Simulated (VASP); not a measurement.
Runs of VASP 6.6.1 on Sn. The structure is that of space group I4/mmm (No. 139), or close to it. The cells are those of the table. 

```tsv
cell	further INCAR settings	gap on the mesh (eV)	pressure (GPa)
a = 4.069, b = 3.356, c = 3.356 Å, angles 74.6, 52.7, 52.7°, 1 atom	ALGO = Fast; EDIFF = 1e-07; NBANDS = 13	none	(a)
a = 4.007, b = 3.320, c = 3.319 Å, angles 74.2, 52.9, 52.9°, 1 atom	ALGO = Fast; EDIFF = 1e-06; NBANDS = 13	none	-0.1
a = 4.207, b = 3.439, c = 3.439 Å, angles 75.4, 52.3, 52.3°, 1 atom	ALGO = Fast; EDIFF = 1e-06; NBANDS = 13	none	-3.4
a = 4.121, b = 3.390, c = 3.390 Å, angles 74.8, 52.6, 52.6°, 1 atom	ALGO = Fast; EDIFF = 1e-07; NBANDS = 13	none	-2.3
```

Alike in all rows: task single point; level PBE; potentials or basis VASP PAW PBE potentials, release 64 (Sn_d); no spin polarisation; k mesh 20 × 20 × 20; cutoff (eV) 520; smearing gaussian 0.1 eV.

Question: Estimate the missing entries.

Answer: (a) -1.3.

Caveats: spin-orbit coupling is left out, which moves the levels of the heavy elements; the cell stands under tension (at least some runs).

A k mesh can miss the band edges, and the runs leave out spin-orbit coupling on Sn.

A gap of «none» marks levels without a gap at the run's occupations.
